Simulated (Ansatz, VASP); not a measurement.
## One calculation of CaSe, two programs

File POSCAR:

```
CaSe
1.0
    0.0000000000      3.2795613675      3.2795613675
    3.2795613675      0.0000000000      3.2795613675
    3.2795613675      3.2795613675      0.0000000000
Ca Se
1 1
Direct
    0.0000000000      0.0000000000      0.0000000000
    0.2500000000      0.2500000000      0.2500000000
```

The input INCAR.step1:

```
ALGO     = Normal         # electronic algorithm
EDIFF    = 1E-5           # SCF threshold, eV
ENCUT    = 520            # plane-wave cutoff, eV
GGA      = PE             # functional
ISIF     = 2              # what is computed and relaxed
ISMEAR   = 0              # smearing method
LASPH    = True           # aspherical terms in the spheres
LCHARG   = False          # write CHGCAR
LREAL    = False          # projectors in reciprocal space
LWAVE    = True           # write WAVECAR
NBANDS   = 15             # bands
NELM     = 60             # most SCF steps
PREC     = Accurate       # precision mode
SIGMA    = 0.01           # smearing width, eV
```

INCAR.step2

```
AEXX     = 0.35           # exact-exchange fraction
ALGO     = Normal         # electronic algorithm
EDIFF    = 1E-6           # SCF threshold, eV
ENCUT    = 520            # plane-wave cutoff, eV
GGA      = PE             # functional
HFSCREEN = 0.1            # screening, 1/A
ISIF     = 2              # what is computed and relaxed
ISMEAR   = 0              # smearing method
ISTART   = 1            
LASPH    = True           # aspherical terms in the spheres
LCHARG   = False          # write CHGCAR
LHFCALC  = True           # exact exchange
LREAL    = False          # projectors in reciprocal space
LWAVE    = False          # write WAVECAR
NBANDS   = 15             # bands
NELM     = 60             # most SCF steps
PREC     = Accurate       # precision mode
PRECFOCK = Normal       
SIGMA    = 0.01           # smearing width, eV
```

The input KPOINTS:

```
k-points
0
Gamma
  4 4 4
```

Input for Ansatz:

```yaml
crystal:
  lattice:
    - [0.0, 3.2795613675, 3.2795613675]
    - [3.2795613675, 0.0, 3.2795613675]
    - [3.2795613675, 3.2795613675, 0.0]
  atoms:
    - { symbol: Ca, position: [0.0, 0.0, 0.0] }
    - { symbol: Se, position: [0.25, 0.25, 0.25] }
kpoints:
  mp_grid: { grid: [4, 4, 4] }
hamiltonian:
  xc: { exchange: pbe, correlation: pbe, exx: { coeff: 0.35, omega: 0.1 } }
scf:
  occupations: { method: fixed }
  n_extra_bands: 4
output:
  forces: true
  stress: true
  eigenvalues: true
```

Alike in both runs: task single point; functional PBE-based screened hybrid; k mesh 4 × 4 × 4; no spin polarisation.

|  | VASP | Ansatz |
| --- | --- | --- |
| version | VASP 6.6.1 | Ansatz 0.2.0 |
| potentials or method | VASP PAW PBE potentials, release 64 (Ca_sv, Se) | plane waves |
| plane-wave cutoff (eV) | 520 | 420 |
| occupations | gaussian, width 0.01 eV | fixed |
| valence electrons in the cell | 16 | 26 |

|  | VASP | Ansatz | Ansatz less VASP |
| --- | --- | --- | --- |
| gap on the k mesh at the Fermi level (eV) | 4.92 | 4.91 | -0.011 |
| pressure (GPa) | 0.1 | 0.2 | +0.05 |

VASP's potentials were made for PBE, not for PBE-based screened hybrid. VASP's potentials hold 16 valence electrons a cell and Ansatz's 26, so a difference there can come from the potentials and not from the codes. Ansatz's warnings: stress exchange threshold loose, stress scf threshold loose.
